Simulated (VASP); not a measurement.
Re:

```
CELL_PARAMETERS angstrom
2.76080 0.00000 0.00000
-1.38040 2.39092 0.00000
0.00000 0.00000 4.45820
ATOMIC_POSITIONS crystal
Re 0.66667 0.33333 0.75000
Re 0.33333 0.66667 0.25000
```

Base run:

| Quantity | Value |
| --- | --- |
| Program | VASP 6.6.1 |
| Functional | LDA |
| Potentials or basis | VASP PAW LDA potentials, release 64 (Re_sv_GW) |
| Cutoff | 560 eV |
| k mesh | 11 × 11 × 6 |
| Occupations | fermi-dirac, width 0.05 eV |
| Spin | no spin polarisation |

Its results: band gap on the k mesh zero (bands 15 and 16 overlap by 3.18 eV); pressure -10.3 GPa.

The run is repeated on the same cell with these changes: k mesh from 11 × 11 × 6 to 6 × 6 × 4. What comes out?

Band gap on the k mesh zero (bands 15 and 16 overlap by 2.91 eV); pressure -9.5 GPa.

Caveats: some runs use coarse meshes; spin-orbit coupling is left out, which moves the levels of the heavy elements; the cell stands under tension (at least some runs).
